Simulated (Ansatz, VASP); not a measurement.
## RbSi6: VASP beside Ansatz

```
Rb Si
1.0
    -3.39484    3.39484    3.39484
     3.39484   -3.39484    3.39484
     3.39484    3.39484   -3.39484
Rb Si
1 6
Cartesian
  0.0000 0.0000 0.0000
  0.0000 3.3948 1.6974
  3.3948 0.0000 1.6974
  1.6974 3.3948 0.0000
  0.0000 1.6974 3.3948
  1.6974 0.0000 3.3948
  3.3948 1.6974 0.0000
```

Alike in both runs: functional PBE; k mesh 4 × 4 × 4; occupations gaussian, width 0.1 eV; no spin polarisation.

Ansatz relaxed the structure, and its values are those at the end. VASP's run is a single point on that final structure, the one shown.

```csv
,VASP,Ansatz
version,VASP 6.6.1,Ansatz 0.2.0
potentials or method,"VASP PAW PBE potentials, release 64 (Rb_sv, Si), cutoff 520 eV","scalar-relativistic, plane waves, PAW"
valence electrons in the cell,33,33
```

```tsv
	VASP	Ansatz	Ansatz less VASP
gap on the k mesh at the Fermi level (eV)	none	none	-
pressure (GPa)	0.4	0.4	+0.03
```

A gap of «none» marks a metal or a gap that the smearing closes.
